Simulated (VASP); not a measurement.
# NaTlS2 (P-4m2) in VASP: further runs, part 2 of 2

VASP 6.6.1. Earlier steps stand in the parts before.

## Step 4: Single point, PBE-based screened hybrid

Input file POSCAR:

```
NaTlS2
1.0
    4.1044901738      0.0000000000      0.0000000000
    0.0000000000      4.1044901738      0.0000000000
    0.0000000000      0.0000000000      6.6389352781
Na S Tl
1 2 1
Direct
    0.0000000000      0.0000000000      0.0000000000
    0.0000000000      0.5000000000      0.2708669250
    0.5000000000      0.0000000000      0.7291330750
    0.5000000000      0.5000000000      0.5000000000
```

Input file INCAR.step1:

```
SYSTEM = NaTlS2
ALGO     = Normal         ! electronic algorithm
EDIFF    = 1E-5           ! SCF threshold, eV
ENCUT    = 520            ! plane-wave cutoff, eV
GGA      = PE             ! functional
ISIF     = 2              ! what is computed and relaxed
ISMEAR   = 0              ! smearing method
LASPH    = .True.         ! aspherical terms in the spheres
LREAL    = .False.        ! projectors in reciprocal space
LWAVE    = .True.         ! write WAVECAR
NBANDS   = 24             ! bands
NELM     = 100            ! most SCF steps
PREC     = Accurate       ! precision mode
SIGMA    = 0.01           ! smearing width, eV
```

Input file INCAR.step2:

```
SYSTEM = NaTlS2
AEXX     = 0.5            ! exact-exchange fraction
ALGO     = Normal         ! electronic algorithm
EDIFF    = 1E-6           ! SCF threshold, eV
ENCUT    = 520            ! plane-wave cutoff, eV
GGA      = PE             ! functional
HFSCREEN = 0.2078         ! screening, 1/A
ISIF     = 2              ! what is computed and relaxed
ISMEAR   = 0              ! smearing method
ISTART   = 1            
LASPH    = .True.         ! aspherical terms in the spheres
LCHARG   = .True.         ! write CHGCAR
LELF     = .True.         ! ELF
LHFCALC  = .True.         ! exact exchange
LREAL    = .False.        ! projectors in reciprocal space
LVHAR    = .True.       
LWAVE    = .False.        ! write WAVECAR
NBANDS   = 24             ! bands
NELM     = 100            ! most SCF steps
PREC     = Accurate       ! precision mode
PRECFOCK = Normal       
SIGMA    = 0.01           ! smearing width, eV
```

Input file KPOINTS:

```
k-points
0
Gamma
  4 4 2
  0 0 0
```

Potentials or basis: VASP PAW PBE potentials, release 64 (Na_pv, S, Tl_d).

Started as:

```
$ cat potpaw_PBE.64/Na_pv/POTCAR potpaw_PBE.64/S/POTCAR potpaw_PBE.64/Tl_d/POTCAR > POTCAR
$ cp INCAR.step1 INCAR
$ mpirun -np 1 vasp_std > vasp.out
$ cp INCAR.step2 INCAR
$ mpirun -np 1 vasp_std > vasp.out
```

OUTCAR:

```text
SYSTEM = NaTlS2
   AEXX = 0.5
   EDIFF = 1E-6
   ENCUT = 520
   GGA = PE
   HFSCREEN = 0.2078
   ISIF = 2
   ISMEAR = 0
   ISTART = 1
   LASPH = .True.
   LHFCALC = .True.
   LREAL = .False.
   NELM = 100
   PREC = Accurate
   PRECFOCK = Normal

 ion  position               nearest neighbor table
   1  0.000  0.000  0.000-   2 2.73   3 2.73   2 2.73   3 2.73
   2  0.000  0.500  0.271-   4 2.55   4 2.55   1 2.73   1 2.73
   3  0.500  0.000  0.729-   4 2.55   4 2.55   1 2.73   1 2.73
   4  0.500  0.500  0.500-   2 2.55   3 2.55   3 2.55   2 2.55

  LATTYP: Found a simple tetragonal cell.
 ALAT       =     4.1044901738
 C/A-ratio  =     1.6174810992

  Lattice vectors:

 A1 = (   4.1044901738,   0.0000000000,   0.0000000000)
 A2 = (   0.0000000000,   4.1044901738,   0.0000000000)
 A3 = (   0.0000000000,   0.0000000000,   6.6389352781)

[... 168 lines left out ...]
  ext. energy  EPLUGINS =         0.00000000
  ---------------------------------------------------
  free energy    TOTEN  =       -19.80468248 eV

  energy without entropy =      -19.80468248  energy(sigma->0) =      -19.80468248

 E-fermi :   0.1705     XC(G=0):  -5.4214

 val. band max:        0.0409687207   @ k =   0.0000   0.0000   0.0000
 cond. band min:       2.7356398578   @ k =   0.0000   0.0000   0.0000
 fundamental gap:      2.6946711371
 Fermi energy:         0.1704776548

 k-point     1 :       0.0000    0.0000    0.0000
  band No.  band energies     occupation
      1     -26.7512      2.00000
      2     -26.7512      2.00000
      3     -26.7167      2.00000
      4     -14.2042      2.00000
      5     -14.1689      2.00000
      6     -12.9315      2.00000
[... 313 lines left out ...]
     23      10.4041      0.00000
     24      11.0319      0.00000

------------------------ aborting loop because EDIFF is reached ----------------------------------------

  FORCE on cell =-STRESS in cart. coord.  units (eV):
  Direction    XX          YY          ZZ          XY          YZ          ZX
  --------------------------------------------------------------------------------------
  -------------------------------------------------------------------------------------
  Total       -1.2064788     -1.2064788     -1.4166090      0.0000000      0.0000000      0.0000000
  in kB      -17.2827725    -17.2827725    -20.2928813      0.0000000      0.0000000      0.0000000
  external PRESSURE =     -18.2861421 kB  Pullay stress =       0.0000000 kB

 VOLUME and BASIS-vectors are now :
 -----------------------------------------------------------------------------
  energy-cutoff  :      520.00
  volume of cell :      111.85
      direct lattice vectors                 reciprocal lattice vectors
     4.104490174  0.000000000  0.000000000     0.243635618  0.000000000  0.000000000
     0.000000000  4.104490174  0.000000000     0.000000000  0.243635618  0.000000000
     0.000000000  0.000000000  6.638935278     0.000000000  0.000000000  0.150626563

 POSITION                                       TOTAL-FORCE (eV/Angst)
 -----------------------------------------------------------------------------------
      0.00000      0.00000      0.00000         0.000000     -0.000000      0.000000
      0.00000      2.05225      1.79827        -0.000000      0.000000      0.472717
      2.05225      0.00000      4.84067         0.000000     -0.000000     -0.472717
      2.05225      2.05225      3.31947         0.000000     -0.000000      0.000000
 -----------------------------------------------------------------------------------
    total drift:                                0.000007      0.000003     -0.000004

  FREE ENERGIE OF THE ION-ELECTRON SYSTEM (eV)
  ---------------------------------------------------
  free  energy   TOTEN  =       -19.8046824803 eV

  energy  without entropy=      -19.8046824803  energy(sigma->0) =      -19.80468248
```

OUTCAR.step1:

```text
SYSTEM = NaTlS2
   EDIFF = 1E-5
   ENCUT = 520
   GGA = PE
   ISIF = 2
[... 540 lines left out ...]
      0.00000      0.00000      0.00000        -0.000000     -0.000000      0.000000
      0.00000      2.05225      1.79827        -0.000000     -0.000000     -0.134509
      2.05225      0.00000      4.84067         0.000000     -0.000000      0.134509
      2.05225      2.05225      3.31947        -0.000000      0.000000      0.000000
 -----------------------------------------------------------------------------------
    total drift:                                0.000000      0.000000     -0.000000

  FREE ENERGIE OF THE ION-ELECTRON SYSTEM (eV)
  ---------------------------------------------------
  free  energy   TOTEN  =       -13.8787818415 eV

  energy  without entropy=      -13.8787818415  energy(sigma->0) =      -13.87878184
```

OSZICAR.step1:

```text
N       E                     dE             d eps       ncg     rms          rms(c)
DAV:   1     0.225125897476E+03    0.22513E+03   -0.15247E+04   584   0.126E+03
DAV:   2     0.251258844251E+01   -0.22261E+03   -0.20671E+03   640   0.308E+02
DAV:   3    -0.145131625159E+02   -0.17026E+02   -0.16753E+02   744   0.808E+01
DAV:   4    -0.149096773555E+02   -0.39651E+00   -0.39618E+00   648   0.135E+01
DAV:   5    -0.149205032758E+02   -0.10826E-01   -0.10825E-01   768   0.221E+00    0.104E+01
DAV:   6    -0.138978212624E+02    0.10227E+01   -0.14478E+00   608   0.913E+00    0.812E+00
DAV:   7    -0.138723138211E+02    0.25507E-01   -0.62974E-01   704   0.426E+00    0.342E+00
DAV:   8    -0.138747424753E+02   -0.24287E-02   -0.56444E-02   648   0.215E+00    0.776E-01
DAV:   9    -0.138768605534E+02   -0.21181E-02   -0.70028E-03   640   0.558E-01    0.193E-01
DAV:  10    -0.138778430534E+02   -0.98250E-03   -0.17631E-03   656   0.342E-01    0.855E-02
DAV:  11    -0.138787184529E+02   -0.87540E-03   -0.86729E-04   624   0.164E-01    0.263E-02
DAV:  12    -0.138787742202E+02   -0.55767E-04   -0.86903E-05   664   0.507E-02    0.942E-03
DAV:  13    -0.138787818415E+02   -0.76213E-05   -0.79843E-06   520   0.135E-02
   1 F= -.13878782E+02 E0= -.13878782E+02  d E =-.276974E-16
```

It took 10 min on 1 thread of Intel Xeon 6975P-C (Granite Rapids), shared host; peak memory 0.37 GiB.

What came out:

```yaml
Free_energy: -19.8047 eV
Pressure: -1.8 GPa
Largest_force: 0.473 eV/Å
Band_gap_on_the_k_mesh: 2.69 eV, direct
```

Forces on the atoms (eV/Å):
```
Na   0.000  0.000  0.000
S    0.000  0.000  0.473
S    0.000  0.000 -0.473
Tl   0.000  0.000  0.000
```

Stress tensor (GPa, compression positive):
```
-1.73  0.00  0.00
 0.00 -1.73  0.00
 0.00  0.00 -2.03
```

Caveat: the k points lie up to 0.47 Å⁻¹ apart; the PAW data sets were made with another functional, which shifts forces and pressure a little; spin-orbit coupling is left out, which moves the levels of the heavy elements.

## Step 5: The runs side by side

```csv
level,k mesh,grid for exact exchange (PRECFOCK),screening parameter,share of exact exchange,gap on the mesh (eV),pressure (GPa),largest force (eV/Å)
PBE,4 × 4 × 4,-,-,-,0.80,1.3,0.13
HSE06,4 × 4 × 2,Normal,0.2079 1/Å,-,1.70,-0.3,0.18
PBE-based screened hybrid,4 × 4 × 2,Normal,0.2078 1/Å,0.5,2.69,-1.8,0.47
```

Alike in all rows: task single point; potentials or basis VASP PAW PBE potentials, release 64 (Na_pv, S, Tl_d); no spin polarisation; cell as given; cutoff (eV) 520; smearing gaussian 0.01 eV.

Caveats: some runs use coarse meshes; spin-orbit coupling is left out, which moves the levels of the heavy elements; the PAW data sets were made with another functional, which shifts forces and pressure a little (some runs).

Absolute energies hang on the potentials; compare differences alone.
